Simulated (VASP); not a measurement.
NaSr32 (a cell with a defect): single point with PBE

The system is NaSr32 (a cell with a defect).

```
CELL_PARAMETERS angstrom
12.16000 0.00000 0.00000
0.00000 12.16000 0.00000
0.00000 0.00000 12.16000
ATOMIC_POSITIONS crystal
Sr 0.54623 0.97372 0.00220
Sr 0.75474 0.28301 0.97269
Sr 0.77739 0.00845 0.23697
Sr 0.97631 0.93769 0.96935
Sr 0.08924 0.16779 0.08707
Sr 0.51831 0.52059 0.90121
Sr 0.76242 0.74308 0.93675
Sr 0.26924 0.98993 0.25112
Sr 0.51051 0.26702 0.28456
Sr 0.73603 0.51993 0.24798
Sr 0.52285 0.02351 0.47563
Sr 0.73263 0.24729 0.52738
Sr 0.78717 0.98002 0.70516
Sr 0.96215 0.53262 0.00970
Sr 0.29348 0.76502 0.97402
Sr 0.96246 0.27444 0.30579
Sr 0.27516 0.48299 0.21019
Sr 0.51613 0.76882 0.25451
Sr 0.97929 0.99511 0.47728
Sr 0.23432 0.19506 0.54047
Sr 0.46698 0.48574 0.50562
Sr 0.79234 0.75715 0.47623
Sr 0.27135 0.00789 0.78201
Sr 0.37060 0.21045 0.96230
Sr 0.76729 0.55752 0.66636
Sr 0.98557 0.76340 0.24070
Sr 0.07799 0.49690 0.50570
Sr 0.24400 0.74773 0.50285
Sr 0.98983 0.24424 0.73949
Sr 0.25584 0.49785 0.78173
Sr 0.53953 0.79508 0.71487
Sr 0.02376 0.76141 0.70049
Na 0.52845 0.24164 0.69827
```

| Item | Value |
| --- | --- |
| Program | VASP 6.6.1 |
| Task | single point |
| Functional | PBE |
| Potentials or basis | VASP PAW PBE potentials, release 64 (Sr_sv, Na_pv) |
| Cutoff | 520 eV |
| k mesh | 1 × 1 × 1 |
| Occupations | fermi-dirac, width 0.05 eV |
| Spin | no spin polarisation |
| Dipole correction | no |
| Further INCAR settings | LREAL = Auto; ALGO = Normal; EDIFF = 1e-07; NBANDS = 186 |

```
Pressure               : 0.6 GPa
Largest force          : 1.139 eV/Å
Band gap on the k mesh : zero (an odd number of electrons rules out a gap without spin polarisation)
```

Forces on the atoms (eV/Å):
```
Sr   0.342  0.097 -0.067
Sr  -0.300 -0.381  0.132
Sr  -0.404  0.250 -0.204
Sr   0.237 -0.009 -0.199
Sr   0.251  0.683 -0.718
Sr   0.732 -0.003  0.664
Sr  -0.583 -0.234  0.411
Sr  -0.014  0.031 -0.037
Sr   0.033 -0.284 -0.658
Sr  -0.154 -0.125  0.100
Sr  -0.106 -0.525  0.191
Sr   0.529  0.383 -0.410
Sr  -0.383  0.370  0.541
Sr   0.810 -0.379 -0.279
Sr  -0.316 -0.197  0.366
Sr  -0.207  0.369  0.505
Sr  -0.225  0.088 -0.253
Sr   0.070 -0.431  0.052
Sr   0.808  0.424 -0.192
Sr   0.305  0.494 -0.516
Sr   0.060  0.295  0.271
Sr  -0.669  0.213 -0.490
Sr  -0.390 -0.428 -0.434
Sr   0.037  0.960  0.328
Sr   0.081 -0.942  0.634
Sr   0.646 -0.284 -0.104
Sr  -0.570 -0.252 -0.208
Sr   0.740  0.567 -0.316
Sr   0.288  0.114  0.249
Sr  -0.724 -0.316 -0.225
Sr  -0.597 -0.346 -0.268
Sr   0.063 -0.187  0.719
Na  -0.393 -0.015  0.417
```

Stress tensor (GPa, compression positive):
```
0.62 0.07 0.03
0.07 0.76 0.10
0.03 0.10 0.36
```

Levels at points of the mesh, in eV from the Fermi level:
```
           k point  band 160  band 161  band 162  band 163  band 164  band 165  band 166  band 167
(0.00, 0.00, 0.00)     -0.13     -0.11     -0.06     -0.02      0.00      0.02      0.07      0.09
```

Wall time 11 min on 1 thread of AMD EPYC 7R43 64-Core Processor (Zen 3), with other jobs on the host, peak memory 1.3 GiB.

Caveat: the k points lie up to 0.52 Å⁻¹ apart, too coarse for converged energies and pressures of a metal.
